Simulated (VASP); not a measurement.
# Mo (P6_3/mmc) in VASP: a series of runs

Runs on Mo. Level: PBE. Tasks: relaxation of cell and atoms.

Program: VASP 6.6.1. These are calculated values, not measurements. Logs are shortened: lines on timing, memory, paths and dates and some standing lists are left out, and cuts for length are marked.

## (1) The cell of the first run

The structure is hexagonal, space group P6_3/mmc (No. 194). The conventional cell has a = 2.800 Å, b = 2.800 Å, c = 4.572 Å, α = 90.00°, β = 90.00°, γ = 120.00°. Within 3.7 Å of Mo (site symmetry -6m2) lie 12 Mo at 2.80 Å.

This isn't the form of Mo at room conditions, which is bcc.

## (2) Relaxation of cell and atoms, PBE

INCAR

```
ALGO = Normal
EDIFF = 1E-7
EDIFFG = -0.03
ENCUT = 600
GGA = PE
IBRION = 2
ISIF = 3
ISMEAR = 0
LASPH = T
LCHARG = F
LREAL = F
LWAVE = F
NELM = 100
NSW = 80
PREC = Accurate
SIGMA = 0.05
```

KPOINTS

```
k-points
0
Gamma
  9 9 5
```

POSCAR

```
Mo
1.0
    2.8000000000      0.0000000000      0.0000000000
   -1.4000000000      2.4248711306      0.0000000000
    0.0000000000      0.0000000000      4.5724000000
Mo
2
Direct
    0.3333333333      0.6666666667      0.2500000000
    0.6666666667      0.3333333333      0.7500000000
```

Potentials or basis: VASP PAW PBE potentials, release 64 (Mo_sv).

The run is started by

```console
> cat potpaw_PBE.64/Mo_sv/POTCAR > POTCAR
> mpirun -np 1 vasp_std > vasp.out
```

OUTCAR:

```text
EDIFF = 1E-7
   EDIFFG = -0.03
   ENCUT = 600
   GGA = PE
   IBRION = 2
   ISIF = 3
   ISMEAR = 0
   LASPH = T
   LREAL = F
   NELM = 100
   NSW = 80
   PREC = Accurate

 ion  position               nearest neighbor table
   1  0.333  0.667  0.250-   2 2.80   2 2.80   2 2.80   2 2.80   2 2.80   2 2.80
   2  0.667  0.333  0.750-   1 2.80   1 2.80   1 2.80   1 2.80   1 2.80   1 2.80

  LATTYP: Found a hexagonal cell.
 ALAT       =     2.8000000000
 C/A-ratio  =     1.6330000000

  Lattice vectors:

 A1 = (   2.8000000000,   0.0000000000,   0.0000000000)
 A2 = (  -1.4000000000,   2.4248711306,   0.0000000000)
 A3 = (   0.0000000000,   0.0000000000,   4.5724000000)

Analysis of symmetry for initial positions (statically):
=====================================================================
 Subroutine PRICEL returns:
 Original cell was already a primitive cell.

 Routine SETGRP: Setting up the symmetry group for a
 hexagonal supercell.

 Subroutine GETGRP returns: Found 24 space group operations
 (whereof 12 operations were pure point group operations)
 out of a pool of 24 trial point group operations.

The static configuration has the point symmetry D_3d.
 The point group associated with its full space group is D_6h.

Analysis of symmetry for dynamics (positions and initial velocities):
=====================================================================
 Subroutine PRICEL returns:
 Original cell was already a primitive cell.

 Routine SETGRP: Setting up the symmetry group for a
 hexagonal supercell.

 Subroutine GETGRP returns: Found 24 space group operations
 (whereof 12 operations were pure point group operations)
 out of a pool of 24 trial point group operations.

The dynamic configuration has the point symmetry D_3d.
 The point group associated with its full space group is D_6h.

 Subroutine INISYM returns: Found 24 space group operations
 (whereof 12 operations are pure point group operations),
 and found     1 'primitive' translations

----------------------------------------------------------------------------------------

                                     Primitive cell

  volume of cell :      31.0449

  direct lattice vectors                    reciprocal lattice vectors
     2.800000000  0.000000000  0.000000000     0.357142857  0.206196525  0.000000000
    -1.400000000  2.424871131  0.000000000     0.000000000  0.412393049  0.000000000
     0.000000000  0.000000000  4.572400000     0.000000000  0.000000000  0.218703526

  length of vectors
     2.800000000  2.800000000  4.572400000     0.412393049  0.412393049  0.218703526

  position of ions in fractional coordinates (direct lattice)
     0.333333333  0.666666667  0.250000000
     0.666666667  0.333333333  0.750000000

  ion indices of the primitive-cell ions
   primitive index   ion index
                 1           1
                 2           2

----------------------------------------------------------------------------------------

 KPOINTS: k-points

Automatic generation of k-mesh.
 Grid dimensions read from file:
 generate k-points for:    9    9    5

 Generating k-lattice:

  Cartesian coordinates                     Fractional coordinates (reciprocal lattice)
     0.039682540  0.022910725  0.000000000     0.111111111  0.000000000  0.000000000
     0.000000000  0.045821450  0.000000000     0.000000000  0.111111111  0.000000000
     0.000000000  0.000000000  0.043740705     0.000000000  0.000000000  0.200000000

  Length of vectors
     0.045821450  0.045821450  0.043740705

  Shift w.r.t. Gamma in fractional coordinates (k-lattice)
     0.000000000  0.000000000  0.000000000

 Subroutine IBZKPT returns following result:
 ===========================================

 Found     36 irreducible k-points:

 Following reciprocal coordinates:
            Coordinates               Weight
  0.000000  0.000000  0.000000      1.000000
  0.111111  0.000000  0.000000      6.000000
  0.222222  0.000000  0.000000      6.000000
  0.333333  0.000000  0.000000      6.000000
  0.444444  0.000000  0.000000      6.000000
  0.111111  0.111111  0.000000      6.000000
[... 16 lines left out ...]
  0.333333  0.222222  0.200000     24.000000
  0.333333  0.333333  0.200000      4.000000
 [... further k-points ...]
   k-points           NKPTS =     36   k-points in BZ     NKDIM =     36   number of bands    NBANDS=     18
   number of dos      NEDOS =    301   number of ions     NIONS =      2
   total plane-waves  NPLWV =  23040
   dimension x,y,z NGX =    24 NGY =   24 NGZ =   40
   dimension x,y,z NGXF=    48 NGYF=   48 NGZF=   80
   ions per type =               2
   NGX,Y,Z   is equivalent  to a cutoff of  14.25, 14.25, 14.54 a.u.
   NGXF,Y,Z  is equivalent  to a cutoff of  28.50, 28.50, 29.09 a.u.
 SYSTEM =  unknown system
   PREC   = accura    normal or accurate (medium, high low for compatibility)
   ISTART =      0    job   : 0-new  1-cont  2-samecut
[... 23 lines left out ...]
   EFERMI_NEDOS =   21; number of points for ismear=-14 and -15
   IALGO  =     38    algorithm
   IMIX   =      4    mixing-type and parameters
     AMIX     =   0.40;   BMIX     =  1.00
     AMIX_MAG =   1.60;   BMIX_MAG =  1.00
  volume/ion in A,a.u.               =      15.52       104.75
  Fermi-wavevector in a.u.,A,eV,Ry     =   1.581723  2.989024 34.039721  2.501849
  Thomas-Fermi vector in A             =   2.681755
   LORBIT       =      0    0 simple, 1 ext, 2 COOP (PROOUT), +10 PAW based schemes
   GGA     = PE    functional components
   LHFCALC =     F    Hartree Fock is set to
   AEXX    =    0.0000 exact exchange contribution
   IVDW    =     0    specifies the selected vdW correction
   LEPSILON=     F    determine dielectric tensor
   LRPA    =     F    only Hartree local field effects (RPA)
 conjugate gradient relaxation of ions
 non-spin polarized calculation
 Gauss-broadening in eV      SIGMA  =   0.05
  energy-cutoff  :      600.00
  volume of cell :       31.04
 maximum number of plane-waves:      1050
 NGX is ok and might be reduce to    24
   NGX = 11   NGY = 11   NGZ = 19

--------------------------------------- Ionic step        1  -------------------------------------------

 number of electron      28.0000000 magnetization

 Free energy of the ion-electron system (eV)
  ---------------------------------------------------
  ext. energy  EPLUGINS =         0.00000000
  ---------------------------------------------------
  free energy    TOTEN  =       -20.92987750 eV

  energy without entropy =      -20.92375252  energy(sigma->0) =      -20.92681501

------------------------ aborting loop because EDIFF is reached ----------------------------------------

  FORCE on cell =-STRESS in cart. coord.  units (eV):
  Direction    XX          YY          ZZ          XY          YZ          ZX
  --------------------------------------------------------------------------------------
  -------------------------------------------------------------------------------------
  Total        1.2016894      1.2016894      2.1647309      0.0000000     -0.0000000     -0.0000000
  in kB       62.0171659     62.0171659    111.7181112      0.0000000     -0.0000000     -0.0000000
  external PRESSURE =      78.5841476 kB  Pullay stress =       0.0000000 kB
[... 89 lines left out ...]
  FREE ENERGIE OF THE ION-ELECTRON SYSTEM (eV)
  ---------------------------------------------------
  free  energy   TOTEN  =       -20.9583302172 eV

  energy  without entropy=      -20.9518917788  energy(sigma->0) =      -20.95511100

[... ionic steps 4 to 9 ...]

--------------------------------------- Ionic step       10  -------------------------------------------

 number of electron      27.9999995 magnetization

------------------------ aborting loop because EDIFF is reached ----------------------------------------

  FORCE on cell =-STRESS in cart. coord.  units (eV):
  Direction    XX          YY          ZZ          XY          YZ          ZX
  --------------------------------------------------------------------------------------
  -------------------------------------------------------------------------------------
  Total        0.0350440      0.0350440     -0.0975265     -0.0000000      0.0000000      0.0000000
  in kB        1.7454379      1.7454379     -4.8575045     -0.0000000      0.0000000      0.0000000
  external PRESSURE =      -0.4555429 kB  Pullay stress =       0.0000000 kB
[... 57 lines left out ...]
  energy  without entropy=      -21.0168723331  energy(sigma->0) =      -21.01801940

--------------------------------------- Ionic step       12  -------------------------------------------

 number of electron      27.9999995 magnetization

 Free energy of the ion-electron system (eV)
  ---------------------------------------------------
  ext. energy  EPLUGINS =         0.00000000
  ---------------------------------------------------
  free energy    TOTEN  =       -21.01920356 eV

  energy without entropy =      -21.01688830  energy(sigma->0) =      -21.01804593

 E-fermi :  11.9088     XC(G=0): -13.2083

 val. band max:       11.8621380813   @ k =   0.1111   0.1111   0.0000
 cond. band min:      11.9130172656   @ k =   0.2222   0.2222   0.4000
 fundamental gap:      0.0508791843
 Fermi energy:        11.9087674254

 k-point     1 :       0.0000    0.0000    0.0000
  band No.  band energies     occupation
      1     -48.9873      2.00000
      2     -48.8257      2.00000
      3     -23.5557      2.00000
      4     -22.4853      2.00000
      5     -22.3518      2.00000
      6     -22.3518      2.00000
[... 10 lines left out ...]
     17      13.2550      0.00000
     18      13.2550      0.00000
[... 466 lines left out ...]
      2     -48.6838      2.00000
      3     -23.2718      2.00000
      4     -23.2291      2.00000
      5     -23.2291      2.00000
      6     -23.0485      2.00000
[... 10 lines left out ...]
     17      14.7758      0.00000
     18      14.7758      0.00000

 [... further k-points ...]

------------------------ aborting loop because EDIFF is reached ----------------------------------------

  FORCE on cell =-STRESS in cart. coord.  units (eV):
  Direction    XX          YY          ZZ          XY          YZ          ZX
  --------------------------------------------------------------------------------------
  -------------------------------------------------------------------------------------
  Total        0.0045393      0.0045393      0.0029310     -0.0000000     -0.0000000      0.0000000
  in kB        0.2261895      0.2261895      0.1460461     -0.0000000     -0.0000000      0.0000000
  external PRESSURE =       0.1994751 kB  Pullay stress =       0.0000000 kB
[... 17 lines left out ...]
  FREE ENERGIE OF THE ION-ELECTRON SYSTEM (eV)
  ---------------------------------------------------
  free  energy   TOTEN  =       -21.0192035577 eV

  energy  without entropy=      -21.0168882974  energy(sigma->0) =      -21.01804593

 reached required accuracy - stopping structural energy minimisation
```

Wall time 3.2 min (1 thread of Intel Xeon 8259CL, shared host); peak memory 0.18 GiB.

What came out:

```
Free energy                           : -21.0192 eV
Relaxed volume                        : 16.08 Å³/atom
Relaxed cell                          : a = 2.761 Å, b = 2.761 Å, c = 4.870 Å, α = 90.00°, β = 90.00°, γ = 120.00°
Space group after relaxing (to 0.1 Å) : P6_3/mmc (No. 194)
Energy gained by relaxing             : 44.7 meV/atom
Ionic steps                           : 12
Pressure after relaxing               : 0.0 GPa
Band gap on the k mesh                : zero (bands 14 and 15 overlap by 1.35 eV)
```

The path:
```csv
step,energy change (eV),largest force (eV/Å),pressure (GPa),volume (Å³)
1,0.0000,0.0000,7.86,31.04
2,0.0859,0.0000,-15.48,34.59
3,-0.0285,0.0000,-1.10,32.18
4,-0.0624,0.0000,-1.52,32.28
5,-0.0518,0.0000,-0.48,32.48
6,-0.0879,0.0000,-1.72,32.39
7,-0.0880,0.0000,-1.71,32.39
8,-0.0784,0.0000,5.13,31.51
9,-0.0892,0.0000,-0.09,32.17
10,-0.0892,0.0000,-0.05,32.17
11,-0.0893,0.0000,0.07,32.14
12,-0.0893,0.0000,0.02,32.15
```

Final structure:
```xyz
2
Lattice="2.7611 0.0000 0.0000 -1.3806 2.3912 0.0000 0.0000 0.0000 4.8699" Properties=species:S:1:pos:R:3 pbc="T T T"
Mo    0.0000    1.5941    1.2175
Mo    1.3806    0.7971    3.6524
```

Levels at points of the mesh, in eV from the Fermi level:
```
           k point  band 11  band 12  band 13  band 14  band 15  band 16  band 17  band 18
(0.00, 0.00, 0.00)    -1.70    -0.71    -0.71    -0.20    -0.20     0.61     1.35     1.35
```

## (3) Relaxation of cell and atoms, PBE, target pressure 5 GPa, at which the enthalpy is minimised

INCAR

```
PREC = Accurate
ENCUT = 600
EDIFF = 1E-6
ISMEAR = 0
SIGMA = 0.05
LREAL = False
LASPH = True
NELM = 60
ALGO = Normal
ISIF = 3
LWAVE = False
LCHARG = False
GGA = PE
IBRION = 2
NSW = 80
EDIFFG = -0.03
PSTRESS = 50.0
```

KPOINTS

```
Automatic mesh
0
Gamma
  9 9 5
```

POSCAR is that of step 2.

Potentials or basis: VASP PAW PBE potentials, release 64 (Mo_sv).

The run is started by

```console
> cat potpaw_PBE.64/Mo_sv/POTCAR > POTCAR
> mpirun -np 1 vasp_std > vasp.out
```

It took 2.6 min on 1 thread of Intel Xeon 8259CL, shared host; peak memory 0.17 GiB.

The run converged. Its results:

| Item | Value |
| --- | --- |
| Free energy | -21.0096 eV |
| Relaxed volume | 15.76 Å³/atom |
| Relaxed cell | a = 2.744 Å, b = 2.744 Å, c = 4.834 Å, α = 90.00°, β = 90.00°, γ = 120.00° |
| Space group after relaxing (to 0.1 Å) | P6_3/mmc (No. 194) |
| Energy change on relaxing (the run minimises the enthalpy) | -39.9 meV/atom |
| Ionic steps | 10 |
| Pressure after relaxing | 4.9 GPa |
| Band gap on the k mesh | zero (bands 14 and 15 overlap by 1.41 eV) |

Step by step:
| step | energy change (eV) | largest force (eV/Å) | pressure (GPa) | volume (Å³) |
| --- | --- | --- | --- | --- |
| 1 | 0.0000 | 0.0000 | 7.86 | 31.04 |
| 2 | -0.0435 | 0.0000 | -1.72 | 32.30 |
| 3 | -0.0309 | 0.0000 | 2.41 | 31.73 |
| 4 | -0.0570 | 0.0000 | 1.62 | 31.86 |
| 5 | -0.0846 | 0.0000 | -0.05 | 32.22 |
| 6 | -0.0866 | 0.0000 | 0.45 | 32.07 |
| 7 | -0.0887 | 0.0000 | 0.26 | 32.11 |
| 8 | -0.0590 | 0.0000 | 8.16 | 31.19 |
| 9 | -0.0825 | 0.0000 | 3.98 | 31.65 |
| 10 | -0.0798 | 0.0000 | 4.95 | 31.52 |

Final structure:
```xyz
2
Lattice="2.7442 0.0000 0.0000 -1.3721 2.3765 0.0000 0.0000 0.0000 4.8336" Properties=species:S:1:pos:R:3 pbc="T T T"
Mo    0.0000    1.5844    1.2084
Mo    1.3721    0.7922    3.6252
```

Levels at points of the mesh, in eV from the Fermi level:
```tsv
k point	band 12	band 13	band 14	band 15	band 16	band 17
(0.00, 0.00, 0.00)	-0.74	-0.74	-0.21	-0.21	0.68	1.37
```

Caveat: the cell is relaxed towards a set pressure, so the run minimises the enthalpy, not the energy.

## (4) Relaxation of cell and atoms, PBE, target pressure 10 GPa, at which the enthalpy is minimised

INCAR

```
PREC = Accurate
ENCUT = 600
EDIFF = 1E-7
ISMEAR = 0
SIGMA = 0.05
LREAL = F
LASPH = T
NELM = 80
ALGO = Normal
ISIF = 3
LWAVE = F
LCHARG = F
GGA = PE
IBRION = 2
NSW = 80
EDIFFG = -0.03
PSTRESS = 100.0
```

KPOINTS

```
regular mesh
0
Gamma
  9 9 5
```

POSCAR is that of step 3.

The run is started by

```console
> cat potpaw_PBE.64/Mo_sv/POTCAR > POTCAR
> mpirun -np 1 vasp_std > vasp.out
```

Wall time 4.3 min (1 thread of Intel Xeon 8259CL, shared host); peak memory 0.18 GiB.

It converged, with:

```
Free energy                                                : -20.9820 eV
Relaxed volume                                             : 15.46 Å³/atom
Relaxed cell                                               : a = 2.728 Å, b = 2.728 Å, c = 4.799 Å, α = 90.00°, β = 90.00°, γ = 120.00°
Space group after relaxing (to 0.1 Å)                      : P6_3/mmc (No. 194)
Energy change on relaxing (the run minimises the enthalpy) : -26.1 meV/atom
Ionic steps                                                : 13
Pressure after relaxing                                    : 10.1 GPa
Band gap on the k mesh                                     : zero (bands 14 and 15 overlap by 1.48 eV)
```

Step by step:
| step | energy change (eV) | largest force (eV/Å) | pressure (GPa) | volume (Å³) |
| --- | --- | --- | --- | --- |
| 1 | 0.0000 | 0.0000 | 7.86 | 31.04 |
| 2 | 0.0528 | 0.0000 | 17.05 | 30.12 |
| 3 | 0.0276 | 0.0000 | 13.28 | 30.48 |
| 4 | 0.0192 | 0.0000 | 14.14 | 30.42 |
| 5 | 0.0049 | 0.0000 | 15.58 | 30.30 |
| 6 | 0.0521 | 0.0000 | 19.52 | 30.02 |
| 7 | 0.0061 | 0.0000 | 16.20 | 30.25 |
| 8 | -0.0342 | 0.0000 | 12.45 | 30.67 |
| 9 | -0.0475 | 0.0000 | 10.73 | 30.87 |
| 10 | -0.0459 | 0.0000 | 10.96 | 30.84 |
| 11 | -0.0488 | 0.0000 | 10.57 | 30.88 |
| 12 | -0.0501 | 0.0000 | 10.36 | 30.90 |
| 13 | -0.0521 | 0.0000 | 10.09 | 30.93 |

Final structure:
```cif
data_structure
_symmetry_space_group_name_H-M 'P 1'
_symmetry_Int_Tables_number 1
_cell_length_a 2.7281
_cell_length_b 2.7281
_cell_length_c 4.7988
_cell_angle_alpha 90.000
_cell_angle_beta 90.000
_cell_angle_gamma 120.000
_cell_volume 30.93
loop_
_atom_site_label
_atom_site_type_symbol
_atom_site_fract_x
_atom_site_fract_y
_atom_site_fract_z
_atom_site_occupancy
Mo1 Mo 0.33333 0.66667 0.25000 1
Mo2 Mo 0.66667 0.33333 0.75000 1
```

Levels at points of the mesh, in eV from the Fermi level:
```tsv
k point	band 11	band 12	band 13	band 14	band 15	band 16	band 17	band 18
(0.00, 0.00, 0.00)	-1.77	-0.76	-0.76	-0.21	-0.21	0.76	1.39	1.39
```

Caveat: the cell is relaxed towards a set pressure, so the run minimises the enthalpy, not the energy.

## (5) Relaxation of cell and atoms, PBE, target pressure 20 GPa, at which the enthalpy is minimised

INCAR

```
SYSTEM = Mo
ALGO = Normal ; EDIFF = 1E-6
EDIFFG = -0.03 ; ENCUT = 600
GGA = PE ; IBRION = 2
ISIF = 3 ; ISMEAR = 0
LASPH = .TRUE. ; LCHARG = .FALSE.
LREAL = .FALSE. ; LWAVE = .FALSE.
NELM = 100 ; NSW = 80
PREC = Accurate ; PSTRESS = 200.0
SIGMA = 0.05
```

KPOINTS

```
k-points
0
G
  9 9 5
  0 0 0
```

POSCAR is that of step 4.

The run is started by

```console
> cat potpaw_PBE.64/Mo_sv/POTCAR > POTCAR
> mpirun -np 1 vasp_std > vasp.out
```

Wall time 2.3 min (1 thread of Intel Xeon 8259CL, shared host); peak memory 0.18 GiB.

It converged, with:

| Item | Value |
| --- | --- |
| Free energy | -20.8868 eV |
| Relaxed volume | 14.96 Å³/atom |
| Relaxed cell | a = 2.701 Å, b = 2.701 Å, c = 4.734 Å, α = 90.00°, β = 90.00°, γ = 120.00° |
| Space group after relaxing (to 0.1 Å) | P6_3/mmc (No. 194) |
| Energy change on relaxing (the run minimises the enthalpy) | +21.5 meV/atom |
| Ionic steps | 10 |
| Pressure after relaxing | 20.0 GPa |
| Band gap on the k mesh | zero (bands 14 and 15 overlap by 1.59 eV) |

Stress tensor (GPa, compression positive):
```
20.06  0.00  0.00
 0.00 20.06  0.00
 0.00  0.00 19.95
```

The path:
```tsv
step	energy change (eV)	largest force (eV/Å)	pressure (GPa)	volume (Å³)
1	0.0000	0.0000	7.86	31.04
2	1.1356	0.0000	74.87	26.05
3	0.1013	0.0000	19.80	29.81
4	0.1073	0.0000	20.34	29.77
5	0.0923	0.0000	20.50	29.78
6	0.0571	0.0000	21.24	29.80
7	0.0568	0.0000	21.04	29.80
8	0.0568	0.0000	21.10	29.80
9	-0.0100	0.0000	15.18	30.40
10	0.0431	0.0000	20.02	29.91
```

Final structure:
```
Mo
1.0
     2.70090    0.00000    0.00000
    -1.35045    2.33905    0.00000
     0.00000    0.00000    4.73444
Mo
2
Direct
  0.33333 0.66667 0.25000
  0.66667 0.33333 0.75000
```

Levels at points of the mesh, in eV from the Fermi level:
```csv
k point,band 10,band 11,band 12,band 13,band 14,band 15,band 16,band 17,band 18
"(0.00, 0.00, 0.00)",-5.08,-1.82,-0.81,-0.81,-0.23,-0.23,0.91,1.42,1.42
```

Caveat: the cell is relaxed towards a set pressure, so the run minimises the enthalpy, not the energy.

## (6) The runs side by side

```tsv
cell	gap on the mesh (eV)	pressure (GPa)
relaxed	none	0.0
relaxed to 5 GPa	none	4.9
relaxed to 10 GPa	none	10.1
relaxed to 20 GPa	none	20.0
```

Alike in all rows: task relaxation of cell and atoms; level PBE; potentials or basis VASP PAW PBE potentials, release 64 (Mo_sv); no spin polarisation; k mesh 9 × 9 × 5; cutoff (eV) 600; smearing gaussian 0.05 eV.

Caveats: the cell is relaxed towards a set pressure, so the run minimises the enthalpy, not the energy (at least some runs).

Total energies depend on the potentials used, so only differences within one code and one set of settings carry meaning.
